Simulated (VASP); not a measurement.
# BaTe (Pm-3m) in VASP: single point with PBE

Aim: the single point of BaTe with PBE.

Program: VASP 6.6.1. These are calculated values, not measurements. Logs are shortened: lines on timing, memory, paths and dates and some standing lists are left out, and cuts for length are marked.

## 1. The cell of the first run

The structure is cubic, space group Pm-3m (No. 221). The conventional cell has a = 4.262 Å, b = 4.262 Å, c = 4.262 Å, α = 90.00°, β = 90.00°, γ = 90.00°. Within 4.8 Å of Ba (site symmetry m-3m) lie 8 Te at 3.69 Å and 6 Ba at 4.26 Å. Te (site symmetry m-3m) has 8 Ba at 3.69 Å and 6 Te at 4.26 Å within 4.8 Å.

## 2. Single point, PBE

INCAR

```
PREC = Accurate
ENCUT = 500
EDIFF = 1E-6
ISMEAR = -1
SIGMA = 0.03
LREAL = False
LASPH = True
NELM = 120
ALGO = Normal
ISIF = 2
LWAVE = False
LCHARG = False
GGA = PE
NBANDS = 15
GGA_COMPAT = False
```

KPOINTS

```
regular mesh
0
Gamma
  3 3 3
```

POSCAR

```
BaTe
1.0
    4.2624660000      0.0000000000      0.0000000000
    0.0000000000      4.2624660000      0.0000000000
    0.0000000000      0.0000000000      4.2624660000
Ba Te
1 1
Direct
    0.0000000000      0.0000000000      0.0000000000
    0.5000000000      0.5000000000      0.5000000000
```

Potentials or basis: VASP PAW PBE potentials, release 64 (Ba_sv, Te).

Started as:

```sh
$ cat potpaw_PBE.64/Ba_sv/POTCAR potpaw_PBE.64/Te/POTCAR > POTCAR
$ mpirun -np 1 vasp_std > vasp.out
```

OUTCAR:

```text
PREC = Accurate
   ENCUT = 500
   EDIFF = 1E-6
   ISMEAR = -1
   LREAL = False
   LASPH = True
   NELM = 120
   ISIF = 2
   GGA = PE

 ion  position               nearest neighbor table
   1  0.000  0.000  0.000-   2 3.69   2 3.69   2 3.69   2 3.69   2 3.69   2 3.69   2 3.69   2 3.69

   2  0.500  0.500  0.500-   1 3.69   1 3.69   1 3.69   1 3.69   1 3.69   1 3.69   1 3.69   1 3.69

  LATTYP: Found a simple cubic cell.
 ALAT       =     4.2624660000

  Lattice vectors:

 A1 = (   4.2624660000,   0.0000000000,   0.0000000000)
 A2 = (   0.0000000000,   4.2624660000,   0.0000000000)
 A3 = (   0.0000000000,   0.0000000000,   4.2624660000)

Analysis of symmetry for initial positions (statically):
=====================================================================
 Subroutine PRICEL returns:
 Original cell was already a primitive cell.

 Routine SETGRP: Setting up the symmetry group for a
 simple cubic supercell.

 Subroutine GETGRP returns: Found 48 space group operations
 (whereof 48 operations were pure point group operations)
 out of a pool of 48 trial point group operations.

The static configuration has the point symmetry O_h .

Analysis of symmetry for dynamics (positions and initial velocities):
=====================================================================
 Subroutine PRICEL returns:
 Original cell was already a primitive cell.

 Routine SETGRP: Setting up the symmetry group for a
 simple cubic supercell.

 Subroutine GETGRP returns: Found 48 space group operations
 (whereof 48 operations were pure point group operations)
 out of a pool of 48 trial point group operations.

The dynamic configuration has the point symmetry O_h .

 Subroutine INISYM returns: Found 48 space group operations
 (whereof 48 operations are pure point group operations),
 and found     1 'primitive' translations

----------------------------------------------------------------------------------------

                                     Primitive cell

  volume of cell :      77.4431

  direct lattice vectors                    reciprocal lattice vectors
     4.262466000  0.000000000  0.000000000     0.234605977  0.000000000  0.000000000
     0.000000000  4.262466000  0.000000000     0.000000000  0.234605977  0.000000000
     0.000000000  0.000000000  4.262466000     0.000000000  0.000000000  0.234605977

  length of vectors
     4.262466000  4.262466000  4.262466000     0.234605977  0.234605977  0.234605977

  position of ions in fractional coordinates (direct lattice)
     0.000000000  0.000000000  0.000000000
     0.500000000  0.500000000  0.500000000

  ion indices of the primitive-cell ions
   primitive index   ion index
                 1           1
                 2           2

----------------------------------------------------------------------------------------

 KPOINTS: regular mesh

Automatic generation of k-mesh.
 Grid dimensions read from file:
 generate k-points for:    3    3    3

 Generating k-lattice:

  Cartesian coordinates                     Fractional coordinates (reciprocal lattice)
     0.078201992  0.000000000  0.000000000     0.333333333  0.000000000  0.000000000
     0.000000000  0.078201992  0.000000000     0.000000000  0.333333333  0.000000000
     0.000000000  0.000000000  0.078201992     0.000000000  0.000000000  0.333333333

  Length of vectors
     0.078201992  0.078201992  0.078201992

  Shift w.r.t. Gamma in fractional coordinates (k-lattice)
     0.000000000  0.000000000  0.000000000

 Subroutine IBZKPT returns following result:
 ===========================================

 Found      4 irreducible k-points:

 Following reciprocal coordinates:
            Coordinates               Weight
  0.000000  0.000000  0.000000      1.000000
  0.333333  0.000000  0.000000      6.000000
  0.333333  0.333333  0.000000     12.000000
  0.333333  0.333333  0.333333      8.000000
   k-points           NKPTS =      4   k-points in BZ     NKDIM =      4   number of bands    NBANDS=     15
   number of dos      NEDOS =    301   number of ions     NIONS =      2
   total plane-waves  NPLWV =  32768
   dimension x,y,z NGX =    32 NGY =   32 NGZ =   32
   dimension x,y,z NGXF=    64 NGYF=   64 NGZF=   64
   ions per type =               1   1
   NGX,Y,Z   is equivalent  to a cutoff of  12.48, 12.48, 12.48 a.u.
   NGXF,Y,Z  is equivalent  to a cutoff of  24.96, 24.96, 24.96 a.u.
 SYSTEM =  unknown system
   PREC   = accura    normal or accurate (medium, high low for compatibility)
   ISTART =      0    job   : 0-new  1-cont  2-samecut
   ICHARG =      2    charge: 1-file 2-atom 10-const
   ISPIN  =      1    spin polarized calculation?
   LNONCOLLINEAR =      F non collinear calculations
   LSORBIT =      F    spin-orbit coupling
   LASPH  =      T    aspherical Exc in radial PAW
   ENCUT  =  500.0 eV  36.75 Ry    6.06 a.u.   7.77  7.77  7.77*2*pi/ulx,y,z
   NELM   =    120;   NELMIN=  2; NELMDL= -5     # of ELM steps
   EDIFF  = 0.1E-05   stopping-criterion for ELM
   LREAL  =      F    real-space projection
[... 7 lines left out ...]
   TEBEG  =    0.0;   TEEND  =   0.0 temperature during run
   PSTRESS=    0.0 pullay stress
   NELECT =      16.0000    total number of electrons
   NUPDOWN=      -1.0000    fix difference up-down
   EMIN   =  10.00;   EMAX   =-10.00  energy-range for DOS
   EFERMI =   0.00;   METHOD = LEGACY
   ISMEAR =    -1;   SIGMA  =   0.03  broadening in eV -4-tet -1-fermi 0-gaus
   EFERMI_NEDOS =   21; number of points for ismear=-14 and -15
   IALGO  =     38    algorithm
   IMIX   =      4    mixing-type and parameters
     AMIX     =   0.40;   BMIX     =  1.00
     AMIX_MAG =   1.60;   BMIX_MAG =  1.00
  volume/ion in A,a.u.               =      38.72       261.31
  Fermi-wavevector in a.u.,A,eV,Ry     =   0.967804  1.828884 12.743813  0.936644
  Thomas-Fermi vector in A             =   2.097720
   LORBIT       =      0    0 simple, 1 ext, 2 COOP (PROOUT), +10 PAW based schemes
   GGA     = PE    functional components
   LHFCALC =     F    Hartree Fock is set to
   AEXX    =    0.0000 exact exchange contribution
   IVDW    =     0    specifies the selected vdW correction
   LEPSILON=     F    determine dielectric tensor
   LRPA    =     F    only Hartree local field effects (RPA)
 non-spin polarized calculation
  energy-cutoff  :      500.00
  volume of cell :       77.44
 maximum number of plane-waves:      1971
 NGX is ok and might be reduce to    32
   NGX = 15   NGY = 15   NGZ = 15

 number of electron      16.0000000 magnetization

 Free energy of the ion-electron system (eV)
  ---------------------------------------------------
  ext. energy  EPLUGINS =         0.00000000
  ---------------------------------------------------
  free energy    TOTEN  =        -8.16485510 eV

  energy without entropy =       -8.16485509  energy(sigma->0) =       -8.16485509

 E-fermi :   4.0551     XC(G=0):  -8.7686

 val. band max:        3.4721291196   @ k =   0.0000   0.0000   0.0000
 cond. band min:       4.6033767458   @ k =   0.0000   0.0000   0.0000
 fundamental gap:      1.1312476262
 Fermi energy:         4.0550788730

 k-point     1 :       0.0000    0.0000    0.0000
  band No.  band energies     occupation
      1     -24.3361      2.00000
      2      -9.3686      2.00000
      3      -9.3686      2.00000
      4      -9.3686      2.00000
      5      -6.5070      2.00000
      6       3.4721      2.00000
      7       3.4721      2.00000
      8       3.4721      2.00000
      9       4.6034      0.00000
     10       4.6034      0.00000
     11       6.1965      0.00000
     12       8.3334      0.00000
     13       8.3334      0.00000
     14       8.3334      0.00000
     15      12.2603      0.00000

 k-point     2 :       0.3333    0.0000    0.0000
  band No.  band energies     occupation
      1     -24.3168      2.00000
      2      -9.7874      2.00000
      3      -9.3315      2.00000
      4      -9.3315      2.00000
      5      -5.9557      2.00000
      6       0.9782      2.00000
      7       3.0945      2.00000
      8       3.0945      2.00000
      9       5.1358      0.00000
     10       7.0557      0.00000
     11       8.6141      0.00000
     12       8.6148      0.00000
     13       8.8758      0.00000
     14       8.8758      0.00000
     15       9.3351      0.00000

 k-point     3 :       0.3333    0.3333    0.0000
  band No.  band energies     occupation
      1     -24.2982      2.00000
      2      -9.6957      2.00000
      3      -9.6308      2.00000
      4      -9.3017      2.00000
      5      -5.9074      2.00000
      6       1.4433      2.00000
      7       2.0198      2.00000
      8       3.4335      2.00000
      9       5.5107      0.00000
     10       6.7919      0.00000
     11       7.0247      0.00000
     12       8.0541      0.00000
     13       8.2331      0.00000
     14       9.4548      0.00000
     15      11.8522      0.00000

 k-point     4 :       0.3333    0.3333    0.3333
  band No.  band energies     occupation
      1     -24.2803      2.00000
      2      -9.6225      2.00000
      3      -9.5771      2.00000
      4      -9.5771      2.00000
      5      -5.7789      2.00000
      6       1.4783      2.00000
      7       1.4783      2.00000
      8       1.9467      2.00000
      9       6.5803      0.00000
     10       7.1018      0.00000
     11       7.1018      0.00000
     12       9.3837      0.00000
     13       9.3837      0.00000
     14       9.5247      0.00000
     15      12.0945      0.00000

------------------------ aborting loop because EDIFF is reached ----------------------------------------

  FORCE on cell =-STRESS in cart. coord.  units (eV):
  Direction    XX          YY          ZZ          XY          YZ          ZX
  --------------------------------------------------------------------------------------
  -------------------------------------------------------------------------------------
  Total        0.1978930      0.1978930      0.1978930      0.0000000      0.0000000     -0.0000000
  in kB        4.0940977      4.0940977      4.0940977      0.0000000      0.0000000     -0.0000000
  external PRESSURE =       4.0940977 kB  Pullay stress =       0.0000000 kB

 VOLUME and BASIS-vectors are now :
 -----------------------------------------------------------------------------
  energy-cutoff  :      500.00
  volume of cell :       77.44
      direct lattice vectors                 reciprocal lattice vectors
     4.262466000  0.000000000  0.000000000     0.234605977  0.000000000  0.000000000
     0.000000000  4.262466000  0.000000000     0.000000000  0.234605977  0.000000000
     0.000000000  0.000000000  4.262466000     0.000000000  0.000000000  0.234605977

 POSITION                                       TOTAL-FORCE (eV/Angst)
 -----------------------------------------------------------------------------------
      0.00000      0.00000      0.00000         0.000000      0.000000      0.000000
      2.13123      2.13123      2.13123         0.000000      0.000000      0.000000
 -----------------------------------------------------------------------------------
    total drift:                                0.000000      0.000000     -0.000000

  FREE ENERGIE OF THE ION-ELECTRON SYSTEM (eV)
  ---------------------------------------------------
  free  energy   TOTEN  =        -8.1648550959 eV

  energy  without entropy=       -8.1648550938  energy(sigma->0) =       -8.16485509
```

Wall time 9.4 s (1 thread of Intel Xeon Platinum 8375C at 2.90GHz (Ice Lake), shared host); peak memory 0.17 GiB.

Results:

```
Free energy            : -8.1649 eV
Pressure               : 0.4 GPa
Band gap on the k mesh : 1.13 eV
```

Caveat: the k points lie up to 0.49 Å⁻¹ apart; spin-orbit coupling is left out, which moves the levels of the heavy elements.
